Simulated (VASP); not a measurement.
# V (C2/c) in VASP: further runs

The runs below take V through single point, with BLYP.

All numbers are computed with VASP 6.6.1; they aren't measurements. Logs are shortened: lines on timing, memory, paths and dates and some standing lists are left out, and cuts for length are marked.

### 1 The cell of the first run

The typed cell holds 2 atoms: a = 4.688 Å, b = 4.688 Å, c = 2.811 Å, α = 96.61°, β = 96.61°, γ = 149.57°.

### 2 Single point, BLYP

Input file INCAR:

```
AGGAC    = 1.0          
AGGAX    = 1.0          
ALDAC    = 0.0          
ALDAX    = 1.0          
ALGO     = Normal         # electronic algorithm
EDIFF    = 1E-6           # SCF threshold, eV
ENCUT    = 520            # plane-wave cutoff, eV
GGA      = B5             # functional
ISIF     = 2              # what is computed and relaxed
ISMEAR   = -1             # smearing method
ISYM     = 0            
LASPH    = True           # aspherical terms in the spheres
LCHARG   = False          # write CHGCAR
LREAL    = False          # projectors in reciprocal space
LWAVE    = False          # write WAVECAR
NBANDS   = 20             # bands
NELM     = 80             # most SCF steps
PREC     = Accurate       # precision mode
SIGMA    = 0.1            # smearing width, eV
```

Input file KPOINTS:

```
k-points
0
Gamma
  14 14 9
```

Input file POSCAR:

```
V
1.0
   -3.1988097405      3.1980522153      1.2302377003
    3.1980522153     -3.1988097405      1.2302377003
    1.7863711767      1.7863711767     -1.2316251089
V
2
Direct
    0.0000005475      0.9999994525      1.0000000000
    0.7499994525      0.2500005475      0.5000000000
```

Potentials or basis: VASP PAW PBE potentials, release 64 (V_sv).

Run with:

```bash
$ cat potpaw_PBE.64/V_sv/POTCAR > POTCAR
$ mpirun -np 1 vasp_std > vasp.out
```

OUTCAR:

```text
EDIFF = 1E-6
   ENCUT = 520
   GGA = B5
   ISIF = 2
   ISMEAR = -1
   ISYM = 0
   LASPH = True
   LREAL = False
   NELM = 80
   PREC = Accurate

 ion  position               nearest neighbor table
   1  0.000  1.000  0.000-   2 2.66   2 2.66   2 2.66   2 2.66
   2  0.750  0.250  0.500-   1 2.66   1 2.66   1 2.66   1 2.66

IMPORTANT INFORMATION: All symmetrisations will be switched off!
NOSYMM: (Re-)initialisation of all symmetry stuff for point group C_1.

----------------------------------------------------------------------------------------

                                     Primitive cell

  volume of cell :      28.1103

  direct lattice vectors                    reciprocal lattice vectors
    -3.198809741  3.198052215  1.230237700     0.061972768  0.218299418  0.406511812
     3.198052215 -3.198809741  1.230237700     0.218299418  0.061972768  0.406511812
     1.786371177  1.786371177 -1.231625109     0.279956463  0.279956463  0.000172385

  length of vectors
     4.687580029  4.687580029  2.810541651     0.465561073  0.465561073  0.395918265

  position of ions in fractional coordinates (direct lattice)
     0.000000548  0.999999452  0.000000000
     0.749999452  0.250000548  0.500000000

  ion indices of the primitive-cell ions
   primitive index   ion index
                 1           1
                 2           2

----------------------------------------------------------------------------------------

 KPOINTS: k-points

Automatic generation of k-mesh.
 Grid dimensions read from file:
 generate k-points for:   14   14    9

 Generating k-lattice:

  Cartesian coordinates                     Fractional coordinates (reciprocal lattice)
     0.004426626  0.015592816  0.029036558     0.071428571  0.000000000  0.000000000
     0.015592816  0.004426626  0.029036558     0.000000000  0.071428571  0.000000000
     0.031106274  0.031106274  0.000019154    -0.000000000 -0.000000000  0.111111111

  Length of vectors
     0.033254362  0.033254362  0.043990918

  Shift w.r.t. Gamma in fractional coordinates (k-lattice)
     0.000000000  0.000000000  0.000000000

 Subroutine IBZKPT returns following result:
 ===========================================

 Found    884 irreducible k-points:

 Following reciprocal coordinates:
            Coordinates               Weight
  0.000000  0.000000  0.000000      1.000000
  0.071429 -0.000000  0.000000      2.000000
  0.000000 -0.071429  0.000000      2.000000
  0.142857  0.000000 -0.000000      2.000000
  0.000000 -0.142857  0.000000      2.000000
  0.214286  0.000000 -0.000000      2.000000
[... 16 lines left out ...]
  0.357143  0.071429  0.000000      2.000000
 -0.071429 -0.357143  0.000000      2.000000
 [... further k-points ...]
   k-points           NKPTS =    884   k-points in BZ     NKDIM =    884   number of bands    NBANDS=     20
   number of dos      NEDOS =    301   number of ions     NIONS =      2
   total plane-waves  NPLWV =  31104
   dimension x,y,z NGX =    36 NGY =   36 NGZ =   24
   dimension x,y,z NGXF=    72 NGYF=   72 NGZF=   48
   ions per type =               2
   NGX,Y,Z   is equivalent  to a cutoff of  12.77, 12.77, 14.20 a.u.
   NGXF,Y,Z  is equivalent  to a cutoff of  25.53, 25.53, 28.39 a.u.
 SYSTEM =  unknown system
   PREC   = accura    normal or accurate (medium, high low for compatibility)
   ISTART =      0    job   : 0-new  1-cont  2-samecut
   ICHARG =      2    charge: 1-file 2-atom 10-const
   ISPIN  =      1    spin polarized calculation?
   LNONCOLLINEAR =      F non collinear calculations
   LSORBIT =      F    spin-orbit coupling
   LASPH  =      T    aspherical Exc in radial PAW
   ENCUT  =  520.0 eV  38.22 Ry    6.18 a.u.   8.72  8.72  5.23*2*pi/ulx,y,z
   NELM   =     80;   NELMIN=  2; NELMDL= -5     # of ELM steps
   EDIFF  = 0.1E-05   stopping-criterion for ELM
   LREAL  =      F    real-space projection
   EDIFFG = 0.1E-04   stopping-criterion for IOM
   NSW    =      0    number of steps for IOM
   IBRION =     -1    ionic relax: 0-MD 1-quasi-New 2-CG
   NFREE  =      0    steps in history (QN), initial steepest desc. (CG)
   ISIF   =      2    stress and relaxation
   ISYM   =      0    0-nonsym 1-usesym 2-fastsym
   POTIM  = 0.5000    time-step for ionic-motion
   TEBEG  =    0.0;   TEEND  =   0.0 temperature during run
   PSTRESS=    0.0 pullay stress
   NELECT =      26.0000    total number of electrons
   NUPDOWN=      -1.0000    fix difference up-down
   EMIN   =  10.00;   EMAX   =-10.00  energy-range for DOS
   EFERMI =   0.00;   METHOD = LEGACY
   ISMEAR =    -1;   SIGMA  =   0.10  broadening in eV -4-tet -1-fermi 0-gaus
   EFERMI_NEDOS =   21; number of points for ismear=-14 and -15
   IALGO  =     38    algorithm
   IMIX   =      4    mixing-type and parameters
     AMIX     =   0.40;   BMIX     =  1.00
     AMIX_MAG =   1.60;   BMIX_MAG =  1.00
  volume/ion in A,a.u.               =      14.06        94.85
  Fermi-wavevector in a.u.,A,eV,Ry     =   1.595062  3.014229 34.616232  2.544221
  Thomas-Fermi vector in A             =   2.693039
   LORBIT       =      0    0 simple, 1 ext, 2 COOP (PROOUT), +10 PAW based schemes
   GGA     = B5    functional components
   LHFCALC =     F    Hartree Fock is set to
   AEXX    =    0.0000 exact exchange contribution
   IVDW    =     0    specifies the selected vdW correction
   LEPSILON=     F    determine dielectric tensor
   LRPA    =     F    only Hartree local field effects (RPA)
 non-spin polarized calculation
  energy-cutoff  :      520.00
  volume of cell :       28.11
 maximum number of plane-waves:       773
   NGX = 17   NGY = 17   NGZ = 11

 number of electron      25.9999990 magnetization

 Free energy of the ion-electron system (eV)
  ---------------------------------------------------
  ext. energy  EPLUGINS =         0.00000000
  ---------------------------------------------------
  free energy    TOTEN  =       -15.55599101 eV

  energy without entropy =      -15.46240480  energy(sigma->0) =      -15.50919791

 E-fermi :   9.8135     XC(G=0): -12.1081

 val. band max:        9.8134655694   @ k =   0.5000   0.3571  -0.4444
 cond. band min:       9.8170762796   @ k =  -0.0714   0.1429  -0.2222
 fundamental gap:      0.0036107102
 Fermi energy:         9.8135230653

 k-point     1 :       0.0000    0.0000    0.0000
  band No.  band energies     occupation
      1     -53.8322      2.00000
      2     -53.6894      2.00000
      3     -28.1827      2.00000
      4     -27.5944      2.00000
      5     -27.4455      2.00000
      6     -27.4349      2.00000
[... 12 lines left out ...]
     19      12.4494      0.00000
     20      12.9126      0.00000

 k-point     2 :       0.0714   -0.0000    0.0000
  band No.  band energies     occupation
      1     -53.8215      2.00000
      2     -53.6820      2.00000
      3     -28.1671      2.00000
      4     -27.6003      2.00000
      5     -27.4540      2.00000
      6     -27.4350      2.00000
[... 12 lines left out ...]
     19      12.7420      0.00000
     20      13.1933      0.00000

 k-point     3 :       0.0000   -0.0714    0.0000
  band No.  band energies     occupation
      1     -53.8215      2.00000
      2     -53.6820      2.00000
      3     -28.1671      2.00000
      4     -27.6003      2.00000
      5     -27.4540      2.00000
      6     -27.4350      2.00000
[... 12 lines left out ...]
     19      12.7420      0.00000
     20      13.1933      0.00000

 k-point     4 :       0.1429    0.0000   -0.0000
  band No.  band energies     occupation
      1     -53.7913      2.00000
      2     -53.6614      2.00000
      3     -28.1233      2.00000
      4     -27.6177      2.00000
      5     -27.4860      2.00000
      6     -27.4351      2.00000
[... 12 lines left out ...]
     19      12.7349      0.00000
     20      14.1637      0.00000

 k-point     5 :       0.0000   -0.1429    0.0000
  band No.  band energies     occupation
      1     -53.7913      2.00000
      2     -53.6614      2.00000
      3     -28.1233      2.00000
      4     -27.6177      2.00000
      5     -27.4860      2.00000
      6     -27.4351      2.00000
[... 12 lines left out ...]
     19      12.7349      0.00000
     20      14.1637      0.00000

 k-point     6 :       0.2143    0.0000   -0.0000
  band No.  band energies     occupation
      1     -53.7470      2.00000
      2     -53.6318      2.00000
      3     -28.0604      2.00000
      4     -27.6612      2.00000
      5     -27.5939      2.00000
      6     -27.5256      2.00000
[... 12 lines left out ...]
     19      12.6361      0.00000
     20      15.0923      0.00000

 k-point     7 :       0.0000   -0.2143    0.0000
  band No.  band energies     occupation
      1     -53.7470      2.00000
      2     -53.6318      2.00000
      3     -28.0604      2.00000
      4     -27.6612      2.00000
      5     -27.5939      2.00000
      6     -27.5256      2.00000
[... 12 lines left out ...]
     19      12.6361      0.00000
     20      15.0923      0.00000
[... 277 lines left out ...]
 k-point    20 :      -0.0714   -0.2143    0.0000
  band No.  band energies     occupation
      1     -53.7005      2.00000
      2     -53.5956      2.00000
      3     -28.0134      2.00000
      4     -27.8182      2.00000
      5     -27.7749      2.00000
      6     -27.6273      2.00000
[... 12 lines left out ...]
     19      12.5622      0.00000
     20      16.4512      0.00000

 k-point    21 :       0.2857    0.0714    0.0000
  band No.  band energies     occupation
      1     -53.6538      2.00000
      2     -53.5674      2.00000
      3     -28.0524      2.00000
      4     -27.9853      2.00000
      5     -27.8794      2.00000
      6     -27.6526      2.00000
[... 12 lines left out ...]
     19      12.6588      0.00000
     20      16.9675      0.00000

 k-point    22 :      -0.0714   -0.2857    0.0000
  band No.  band energies     occupation
      1     -53.6538      2.00000
      2     -53.5674      2.00000
      3     -28.0524      2.00000
      4     -27.9853      2.00000
      5     -27.8794      2.00000
      6     -27.6526      2.00000
[... 12 lines left out ...]
     19      12.6588      0.00000
     20      16.9675      0.00000

 k-point    23 :       0.3571    0.0714    0.0000
  band No.  band energies     occupation
      1     -53.6189      2.00000
      2     -53.5501      2.00000
      3     -28.1782      2.00000
      4     -28.1050      2.00000
      5     -27.8458      2.00000
      6     -27.6574      2.00000
[... 12 lines left out ...]
     19      13.5227      0.00000
     20      16.9927      0.00000

 k-point    24 :      -0.0714   -0.3571    0.0000
  band No.  band energies     occupation
      1     -53.6189      2.00000
      2     -53.5501      2.00000
      3     -28.1782      2.00000
      4     -28.1050      2.00000
      5     -27.8458      2.00000
      6     -27.6574      2.00000
[... 12 lines left out ...]
     19      13.5227      0.00000
     20      16.9927      0.00000

 [... further k-points ...]

------------------------ aborting loop because EDIFF is reached ----------------------------------------

  FORCE on cell =-STRESS in cart. coord.  units (eV):
  Direction    XX          YY          ZZ          XY          YZ          ZX
  --------------------------------------------------------------------------------------
  -------------------------------------------------------------------------------------
  Total        0.0478538      0.0478539      0.0657286     -0.0008312      0.0005213      0.0005214
  in kB        2.7274797      2.7274829      3.7462711     -0.0473751      0.0297114      0.0297172
  external PRESSURE =       3.0670779 kB  Pullay stress =       0.0000000 kB

 VOLUME and BASIS-vectors are now :
 -----------------------------------------------------------------------------
  energy-cutoff  :      520.00
  volume of cell :       28.11
      direct lattice vectors                 reciprocal lattice vectors
    -3.198809741  3.198052215  1.230237700     0.061972768  0.218299418  0.406511812
     3.198052215 -3.198809741  1.230237700     0.218299418  0.061972768  0.406511812
     1.786371177  1.786371177 -1.231625109     0.279956463  0.279956463  0.000172385

 POSITION                                       TOTAL-FORCE (eV/Angst)
 -----------------------------------------------------------------------------------
      3.19805     -3.19881      1.23024         0.000015     -0.000015      0.000000
     -0.70641      2.49202      0.61443        -0.000015      0.000015     -0.000000
 -----------------------------------------------------------------------------------
    total drift:                               -0.000002      0.000002      0.000000

  FREE ENERGIE OF THE ION-ELECTRON SYSTEM (eV)
  ---------------------------------------------------
  free  energy   TOTEN  =       -15.5559910111 eV

  energy  without entropy=      -15.4624048010  energy(sigma->0) =      -15.50919791
```

It took 17 min on 1 thread of Oxide Virtual Turin-like, shared host; peak memory 0.46 GiB.

What came out:

| Property | Result |
| --- | --- |
| Free energy | -15.5560 eV |
| Pressure | 0.3 GPa |
| Band gap on the k mesh | zero (bands 13 and 14 overlap by 1.88 eV) |

Caveat: the PAW data sets were made with another functional, which shifts forces and pressure a little.

(Continued in part 2 of 2.)
